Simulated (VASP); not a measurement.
Wanted: the native input for a VASP 6.6.1 run.

```
Task                   : relaxation of cell and atoms
Functional             : PBE
Potentials or basis    : VASP PAW PBE potentials, release 64 (B, O)
Cutoff                 : 600 eV
k mesh                 : 12 × 12 × 14
Occupations            : gaussian, width 0.1 eV
Spin                   : no spin polarisation
Dipole correction      : no
Further INCAR settings : ALGO = Normal; EDIFF = 1e-06; IBRION = 2; EDIFFG = -0.01; NSW = 100; ISIF = 3
```

The structure of B5O lies in POSCAR:

```
B5O
1.0
    4.0550731670      0.0000000000      0.0000000000
   -2.0275365835      3.5117963768      0.0000000000
    0.0000000000      0.0000000000      2.9051370406
B O
5 1
Direct
    0.6666666667      0.3333333333      0.0000000000
    0.3333333333      0.6666666667      0.0000000000
    0.5000000000      0.5000000000      0.5000000000
    0.0000000000      0.5000000000      0.5000000000
    0.5000000000      0.0000000000      0.5000000000
    0.0000000000      0.0000000000      0.0000000000
```

These files were run (other wordings do the same):

INCAR

```
PREC = Accurate
ENCUT = 600
EDIFF = 1E-6
ISMEAR = 0
SIGMA = 0.1
LREAL = F
LASPH = T
NELM = 100
ALGO = Normal
ISIF = 3
LWAVE = F
LCHARG = F
GGA = PE
IBRION = 2
NSW = 100
EDIFFG = -0.01
```

KPOINTS

```
regular mesh
0
Gamma
  12 12 14
```

Potentials or basis: VASP PAW PBE potentials, release 64 (B, O).

Run with:

```bash
$ cat potpaw_PBE.64/B/POTCAR potpaw_PBE.64/O/POTCAR > POTCAR
$ mpirun -np 1 vasp_std > vasp.out
```

It gave:

* Relaxed volume: 6.87 Å³/atom
* Relaxed cell: a = 4.043 Å, b = 4.043 Å, c = 2.912 Å, α = 90.00°, β = 90.00°, γ = 120.00°
* Space group after relaxing (to 0.1 Å): P6/mmm (No. 191)
* Energy gained by relaxing: 0.1 meV/atom
* Ionic steps: 5
* Pressure after relaxing: -0.1 GPa

Caveat: the highest band is partly filled, so the run has too few bands.

Run time: 100 s on 1 thread of AMD EPYC 9R45 96-Core Processor (Zen 5), on a shared host, peak memory 0.2 GiB.
